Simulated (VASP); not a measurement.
Wanted: the native input for a VASP 6.6.1 run.

```yaml
Task: single point
Functional: PBEsol
Potentials_or_basis: VASP PAW PBE potentials, release 64 (Mn_pv)
Cutoff: 520 eV
k_mesh: 21 × 21 × 12
Occupations: gaussian, width 0.15 eV
Spin: no spin polarisation
Dipole_correction: no
Further_INCAR_settings: ALGO = Fast; EDIFF = 1e-07; NBANDS = 20
```

The structure of Mn lies in POSCAR:

```
Mn
1.0
    2.4836457705      0.0000000000      0.0000000000
   -1.2418228852      2.1509003313      0.0000000000
    0.0000000000      0.0000000000      3.9054091500
Mn
2
Direct
    0.6666666667      0.3333333333      0.7500000000
    0.3333333333      0.6666666667      0.2500000000
```

This cell differs from its parent crystal: strain +0.000 along x and y, -0.030 along z.

One way to write it, as run:

INCAR

```
  PREC = Accurate
  ENCUT = 520
  EDIFF = 1E-7
  ISMEAR = 0
  SIGMA = 0.15
  LREAL = F
  LASPH = T
  NELM = 100
  ALGO = Fast
  ISIF = 2
  LWAVE = F
  LCHARG = T
  GGA = PS
  LELF = T
  LVHAR = T
  NBANDS = 20
```

KPOINTS

```
regular mesh
0
Gamma
  21 21 12
```

Potentials or basis: VASP PAW PBE potentials, release 64 (Mn_pv).

The run is started by

```bash
$ cat potpaw_PBE.64/Mn_pv/POTCAR > POTCAR
$ mpirun -np 1 vasp_std > vasp.out
```

Results of the run:

* Pressure: -3.1 GPa
* Band gap on the k mesh: zero (band 13 reaches 11.64 eV, above the bottom of band 14 at 9.47 eV)

Caveat: the cell differs from its parent crystal (strain +0.000 along x and y, -0.030 along z); the PAW data sets were made with another functional, which shifts forces and pressure a little; the run has no spin polarisation, though such a crystal can be magnetic.

Run time: 2.5 min on 1 thread of Intel(R) Xeon(R) Platinum 8375C CPU @ 2.90GHz (Ice Lake) (shared host), peak memory 0.22 GiB.
